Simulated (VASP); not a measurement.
# BP (F-43m) in VASP: a series of runs

Aim: see how the results for BP move with the level of theory and the settings. Levels: r2SCAN, revPBE. Tasks: relaxation of cell and atoms, single point.

Everything below comes from runs of VASP 6.6.1. Logs are shortened: lines on timing, memory, paths and dates and some standing lists are left out, and cuts for length are marked.

### Step 1. The cell of the first run

The structure is cubic, space group F-43m (No. 216). The conventional cell has a = 4.538 Å, b = 4.538 Å, c = 4.538 Å, α = 90.00°, β = 90.00°, γ = 90.00°. P (site symmetry -43m) has 4 B at 1.97 Å within 2.6 Å. B (site symmetry -43m) has 4 P at 1.97 Å within 2.6 Å.

### Step 2. Relaxation of cell and atoms, r2SCAN

Input file POSCAR:

```
BP
1.0
    0.0000000000      2.2690000000      2.2690000000
    2.2690000000      0.0000000000      2.2690000000
    2.2690000000      2.2690000000      0.0000000000
P B
1 1
Direct
    0.7500000000      0.7500000000      0.7500000000
    0.0000000000      0.0000000000      0.0000000000
```

Input file INCAR.step1:

```
ALGO = Normal ; EDIFF = 1E-4
ENCUT = 600 ; GGA = PE
ISMEAR = -1 ; LASPH = True
LCHARG = False ; LREAL = False
LWAVE = True ; NELM = 100
PREC = Accurate ; SIGMA = 0.05
```

Input file INCAR.step2:

```
ALGO = Normal ; EDIFF = 1E-6
EDIFFG = -0.01 ; ENCUT = 600
IBRION = 2 ; ISIF = 3
ISMEAR = -1 ; ISTART = 1
LASPH = True ; LCHARG = False
LMIXTAU = True ; LREAL = False
LWAVE = False ; METAGGA = R2SCAN
NELM = 100 ; NSW = 60
PREC = Accurate ; SIGMA = 0.05
```

Input file KPOINTS:

```
k-points
0
Gamma
  10 10 10
```

Potentials or basis: VASP PAW PBE potentials, release 64 (P, B).

On the command line:

```sh
$ cat potpaw_PBE.64/P/POTCAR potpaw_PBE.64/B/POTCAR > POTCAR
$ cp INCAR.step1 INCAR
$ mpirun -np 1 vasp_std > vasp.out
$ cp INCAR.step2 INCAR
$ mpirun -np 1 vasp_std > vasp.out
```

OUTCAR:

```text
EDIFF = 1E-6
   EDIFFG = -0.01
   ENCUT = 600
   IBRION = 2
   ISIF = 3
   ISMEAR = -1
   ISTART = 1
   LASPH = True
   LREAL = False
   METAGGA = R2SCAN
   NELM = 100
   NSW = 60
   PREC = Accurate

 ion  position               nearest neighbor table
   1  0.750  0.750  0.750-   2 1.97   2 1.97   2 1.97   2 1.97
   2  0.000  0.000  0.000-   1 1.97   1 1.97   1 1.97   1 1.97

  LATTYP: Found a face centered cubic cell.
 ALAT       =     4.5380000000

  Lattice vectors:

 A1 = (   0.0000000000,   2.2690000000,   2.2690000000)
 A2 = (   2.2690000000,   0.0000000000,   2.2690000000)
 A3 = (   2.2690000000,   2.2690000000,   0.0000000000)

Analysis of symmetry for initial positions (statically):
=====================================================================
 Subroutine PRICEL returns:
 Original cell was already a primitive cell.

 Routine SETGRP: Setting up the symmetry group for a
 face centered cubic supercell.

 Subroutine GETGRP returns: Found 24 space group operations
 (whereof 24 operations were pure point group operations)
 out of a pool of 48 trial point group operations.

The static configuration has the point symmetry T_d .

Analysis of symmetry for dynamics (positions and initial velocities):
=====================================================================
 Subroutine PRICEL returns:
 Original cell was already a primitive cell.

 Routine SETGRP: Setting up the symmetry group for a
 face centered cubic supercell.

 Subroutine GETGRP returns: Found 24 space group operations
 (whereof 24 operations were pure point group operations)
 out of a pool of 48 trial point group operations.

The dynamic configuration has the point symmetry T_d .

 Subroutine INISYM returns: Found 24 space group operations
 (whereof 24 operations are pure point group operations),
 and found     1 'primitive' translations

----------------------------------------------------------------------------------------

                                     Primitive cell

  volume of cell :      23.3633

  direct lattice vectors                    reciprocal lattice vectors
     0.000000000  2.269000000  2.269000000    -0.220361393  0.220361393  0.220361393
     2.269000000  0.000000000  2.269000000     0.220361393 -0.220361393  0.220361393
     2.269000000  2.269000000  0.000000000     0.220361393  0.220361393 -0.220361393

  length of vectors
     3.208850573  3.208850573  3.208850573     0.381677128  0.381677128  0.381677128

  position of ions in fractional coordinates (direct lattice)
     0.750000000  0.750000000  0.750000000
     0.000000000  0.000000000  0.000000000

  ion indices of the primitive-cell ions
   primitive index   ion index
                 1           1
                 2           2

----------------------------------------------------------------------------------------

 KPOINTS: k-points

Automatic generation of k-mesh.
 Grid dimensions read from file:
 generate k-points for:   10   10   10

 Generating k-lattice:

  Cartesian coordinates                     Fractional coordinates (reciprocal lattice)
    -0.022036139  0.022036139  0.022036139     0.100000000  0.000000000  0.000000000
     0.022036139 -0.022036139  0.022036139     0.000000000  0.100000000  0.000000000
     0.022036139  0.022036139 -0.022036139     0.000000000  0.000000000  0.100000000

  Length of vectors
     0.038167713  0.038167713  0.038167713

  Shift w.r.t. Gamma in fractional coordinates (k-lattice)
     0.000000000  0.000000000  0.000000000

 Subroutine IBZKPT returns following result:
 ===========================================

 Found     47 irreducible k-points:

 Following reciprocal coordinates:
            Coordinates               Weight
  0.000000  0.000000  0.000000      1.000000
  0.100000  0.000000  0.000000      8.000000
  0.200000  0.000000  0.000000      8.000000
  0.300000  0.000000  0.000000      8.000000
  0.400000  0.000000  0.000000      8.000000
  0.500000  0.000000  0.000000      4.000000
[... 16 lines left out ...]
  0.300000  0.300000  0.000000      6.000000
  0.400000  0.300000  0.000000     24.000000
 [... further k-points ...]
   k-points           NKPTS =     47   k-points in BZ     NKDIM =     47   number of bands    NBANDS=      8
   number of dos      NEDOS =    301   number of ions     NIONS =      2
   total plane-waves  NPLWV =  21952
   dimension x,y,z NGX =    28 NGY =   28 NGZ =   28
   dimension x,y,z NGXF=    56 NGYF=   56 NGZF=   56
   ions per type =               1   1
   NGX,Y,Z   is equivalent  to a cutoff of  14.51, 14.51, 14.51 a.u.
   NGXF,Y,Z  is equivalent  to a cutoff of  29.01, 29.01, 29.01 a.u.
 SYSTEM =  unknown system
   PREC   = accura    normal or accurate (medium, high low for compatibility)
   ISTART =      1    job   : 0-new  1-cont  2-samecut
   ICHARG =      0    charge: 1-file 2-atom 10-const
   ISPIN  =      1    spin polarized calculation?
   LNONCOLLINEAR =      F non collinear calculations
   LSORBIT =      F    spin-orbit coupling
   LASPH  =      T    aspherical Exc in radial PAW
   ENCUT  =  600.0 eV  44.10 Ry    6.64 a.u.   6.41  6.41  6.41*2*pi/ulx,y,z
   NELM   =    100;   NELMIN=  2; NELMDL=  0     # of ELM steps
   EDIFF  = 0.1E-05   stopping-criterion for ELM
   LREAL  =      F    real-space projection
   EDIFFG = -.1E-01   stopping-criterion for IOM
   NSW    =     60    number of steps for IOM
   IBRION =      2    ionic relax: 0-MD 1-quasi-New 2-CG
   NFREE  =      1    steps in history (QN), initial steepest desc. (CG)
   ISIF   =      3    stress and relaxation
   ISYM   =      2    0-nonsym 1-usesym 2-fastsym
   POTIM  = 0.5000    time-step for ionic-motion
   TEBEG  =    0.0;   TEEND  =   0.0 temperature during run
   PSTRESS=    0.0 pullay stress
   NELECT =       8.0000    total number of electrons
   NUPDOWN=      -1.0000    fix difference up-down
   EMIN   =  10.00;   EMAX   =-10.00  energy-range for DOS
[... 5 lines left out ...]
     AMIX     =   0.40;   BMIX     =  1.00
     AMIX_MAG =   1.60;   BMIX_MAG =  1.00
  volume/ion in A,a.u.               =      11.68        78.83
  Fermi-wavevector in a.u.,A,eV,Ry     =   1.145320  2.164342 17.847562  1.311759
  Thomas-Fermi vector in A             =   2.282009
   LORBIT       =      0    0 simple, 1 ext, 2 COOP (PROOUT), +10 PAW based schemes
   METAGGA = R2SCAN    functional components
   LHFCALC =     F    Hartree Fock is set to
   AEXX    =    0.0000 exact exchange contribution
   IVDW    =     0    specifies the selected vdW correction
   LEPSILON=     F    determine dielectric tensor
   LRPA    =     F    only Hartree local field effects (RPA)
 conjugate gradient relaxation of ions
 non-spin polarized calculation
  energy-cutoff  :      600.00
  volume of cell :       23.36
 maximum number of plane-waves:       794
 NGX is ok and might be reduce to    28
   NGX = 13   NGY = 13   NGZ = 13

--------------------------------------- Ionic step        1  -------------------------------------------

 number of electron       8.0000000 magnetization

 Free energy of the ion-electron system (eV)
  ---------------------------------------------------
  ext. energy  EPLUGINS =         0.00000000
  ---------------------------------------------------
  free energy    TOTEN  =       -17.31377574 eV

  energy without entropy =      -17.31377573  energy(sigma->0) =      -17.31377573

------------------------ aborting loop because EDIFF is reached ----------------------------------------

  FORCE on cell =-STRESS in cart. coord.  units (eV):
  Direction    XX          YY          ZZ          XY          YZ          ZX
  --------------------------------------------------------------------------------------
  -------------------------------------------------------------------------------------
  Total       -0.0967629     -0.0967629     -0.0967629      0.0000000      0.0000000      0.0000000
  in kB       -6.6356876     -6.6356876     -6.6356876      0.0000000      0.0000000      0.0000000
  external PRESSURE =      -6.6356876 kB  Pullay stress =       0.0000000 kB
[... 57 lines left out ...]
  energy  without entropy=      -17.3138492146  energy(sigma->0) =      -17.31384922

--------------------------------------- Ionic step        3  -------------------------------------------

 number of electron       8.0000000 magnetization

 Free energy of the ion-electron system (eV)
  ---------------------------------------------------
  ext. energy  EPLUGINS =         0.00000000
  ---------------------------------------------------
  free energy    TOTEN  =       -17.31396662 eV

  energy without entropy =      -17.31396661  energy(sigma->0) =      -17.31396662

 E-fermi :   8.1373     XC(G=0): -11.5186

 val. band max:        7.4353700762   @ k =   0.0000   0.0000   0.0000
 cond. band min:       8.8771180417   @ k =   0.4000   0.4000   0.0000
 fundamental gap:      1.4417479655
 Fermi energy:         8.1372597339

 k-point     1 :       0.0000    0.0000    0.0000
  band No.  band energies     occupation
      1      -8.8597      2.00000
      2       7.4354      2.00000
      3       7.4354      2.00000
      4       7.4354      2.00000
      5      11.0825      0.00000
      6      11.0825      0.00000
      7      11.0825      0.00000
      8      15.5100      0.00000
[... 243 lines left out ...]
 k-point    24 :       0.4000    0.3000    0.0000
  band No.  band energies     occupation
      1      -5.7529      2.00000
      2       0.9045      2.00000
      3       3.1635      2.00000
      4       3.7104      2.00000
      5       9.4742      0.00000
      6      11.3840      0.00000
      7      17.6127      0.00000
      8      17.6241      0.00000

 [... further k-points ...]
[... 5 lines left out ...]
  --------------------------------------------------------------------------------------
  -------------------------------------------------------------------------------------
  Total        0.0012301      0.0012301      0.0012301     -0.0000000      0.0000000      0.0000000
  in kB        0.0846923      0.0846923      0.0846923     -0.0000000      0.0000000      0.0000000
  external PRESSURE =       0.0846923 kB  Pullay stress =       0.0000000 kB
[... 17 lines left out ...]
  FREE ENERGIE OF THE ION-ELECTRON SYSTEM (eV)
  ---------------------------------------------------
  free  energy   TOTEN  =       -17.3139666213 eV

  energy  without entropy=      -17.3139666136  energy(sigma->0) =      -17.31396662

 reached required accuracy - stopping structural energy minimisation
```

Wall time 66 s (1 thread of Intel Xeon 6975P-C (Granite Rapids), shared host); peak memory 0.16 GiB.

What came out:

```
Free energy                            : -17.3140 eV
Relaxed volume                         : 11.64 Å³/atom
Relaxed cell                           : a = 3.205 Å, b = 3.205 Å, c = 3.205 Å, α = 60.00°, β = 60.00°, γ = 60.00°
Space group after relaxing (to 0.05 Å) : F-43m (No. 216)
Energy gained by relaxing              : 0.1 meV/atom
Ionic steps                            : 3
Pressure after relaxing                : 0.0 GPa
Band gap on the k mesh                 : 1.44 eV, indirect (least direct gap 3.65 eV)
```

The path:
```tsv
step	energy change (eV)	largest force (eV/Å)	pressure (GPa)	volume (Å³)
1	0.0000	0.0000	-0.66	23.36
2	-0.0001	0.0000	0.53	23.20
3	-0.0002	0.0000	0.01	23.27
```

Final structure:
```yaml
crystal:
  lattice:
    - [0.00000, 2.26602, 2.26602]
    - [2.26602, 0.00000, 2.26602]
    - [2.26602, 2.26602, 0.00000]
  atoms:
    - { symbol: P, position: [0.75000, 0.75000, 0.75000] }
    - { symbol: B, position: [0.00000, 0.00000, 0.00000] }
```

Levels at points of the mesh, in eV from the valence-band top:
| k point | band 1 | band 2 | band 3 | band 4 | band 5 | band 6 | band 7 | band 8 |
| --- | --- | --- | --- | --- | --- | --- | --- | --- |
| (0.00, 0.00, 0.00) | -16.30 | 0.00 | 0.00 | 0.00 | 3.65 | 3.65 | 3.65 | 8.07 |
| (0.50, 0.00, 0.00) | -12.79 | -9.53 | -1.87 | -1.87 | 4.16 | 5.03 | 5.03 | 10.94 |
| (0.50, 0.50, 0.00) | -11.11 | -9.15 | -4.36 | -4.36 | 1.53 | 1.91 | 13.10 | 13.10 |

Caveat: the PAW data sets were made with another functional, which shifts forces and pressure a little.

### Step 3. Single point, revPBE

Input file INCAR:

```
SYSTEM = BP
PREC = Accurate ; ENCUT = 520
EDIFF = 1E-7 ; ISMEAR = -1
SIGMA = 0.05 ; LREAL = .FALSE.
LASPH = .TRUE. ; NELM = 100
ALGO = Normal ; ISIF = 2
LWAVE = .FALSE. ; LCHARG = .TRUE.
GGA = RE ; LELF = .TRUE.
LVHAR = .TRUE. ; NBANDS = 11
```

Input file KPOINTS:

```
regular mesh
0
G
  10 10 10
  0 0 0
```

POSCAR is that of step 2.

Potentials or basis: VASP PAW PBE potentials, release 64 (P, B).

On the command line:

```sh
$ cat potpaw_PBE.64/P/POTCAR potpaw_PBE.64/B/POTCAR > POTCAR
$ mpirun -np 1 vasp_std > vasp.out
```

OUTCAR:

```text
SYSTEM = BP
   PREC = Accurate
   ENCUT = 520
   EDIFF = 1E-7
   ISMEAR = -1
   LREAL = .FALSE.
   LASPH = .TRUE.
   NELM = 100
   ISIF = 2
   GGA = RE

 ion  position               nearest neighbor table
   1  0.750  0.750  0.750-   2 1.97   2 1.97   2 1.97   2 1.97
   2  0.000  0.000  0.000-   1 1.97   1 1.97   1 1.97   1 1.97

  LATTYP: Found a face centered cubic cell.
 ALAT       =     4.5380000000

  Lattice vectors:

 A1 = (   0.0000000000,   2.2690000000,   2.2690000000)
[... 512 lines left out ...]
      6      11.1382      0.00000
      7      16.9959      0.00000
      8      16.9992      0.00000
      9      21.5721      0.00000
     10      22.7011      0.00000
     11      24.6358      0.00000

 [... further k-points ...]
[... 5 lines left out ...]
  --------------------------------------------------------------------------------------
  -------------------------------------------------------------------------------------
  Total        0.4190569      0.4190569      0.4190569     -0.0000000      0.0000000      0.0000000
  in kB       28.7375752     28.7375752     28.7375752     -0.0000000      0.0000000      0.0000000
  external PRESSURE =      28.7375752 kB  Pullay stress =       0.0000000 kB

 VOLUME and BASIS-vectors are now :
 -----------------------------------------------------------------------------
  energy-cutoff  :      520.00
  volume of cell :       23.36
      direct lattice vectors                 reciprocal lattice vectors
     0.000000000  2.269000000  2.269000000    -0.220361393  0.220361393  0.220361393
     2.269000000  0.000000000  2.269000000     0.220361393 -0.220361393  0.220361393
     2.269000000  2.269000000  0.000000000     0.220361393  0.220361393 -0.220361393

 POSITION                                       TOTAL-FORCE (eV/Angst)
 -----------------------------------------------------------------------------------
      3.40350      3.40350      3.40350         0.000000     -0.000000     -0.000000
      0.00000      0.00000      0.00000        -0.000000      0.000000      0.000000
 -----------------------------------------------------------------------------------
    total drift:                               -0.000000     -0.000000     -0.000000

  FREE ENERGIE OF THE ION-ELECTRON SYSTEM (eV)
  ---------------------------------------------------
  free  energy   TOTEN  =       -12.3823708158 eV

  energy  without entropy=      -12.3823707672  energy(sigma->0) =      -12.38237079
```

Run time: 7.4 s. Hardware: 1 thread of Intel Xeon 6975P-C, shared host; peak memory 0.13 GiB.

Results:

```
Free energy            : -12.3824 eV
Pressure               : 2.9 GPa
Band gap on the k mesh : 1.24 eV, indirect (least direct gap 3.39 eV)
```

Caveat: the PAW data sets were made with another functional, which shifts forces and pressure a little. A k mesh can miss the band edges.
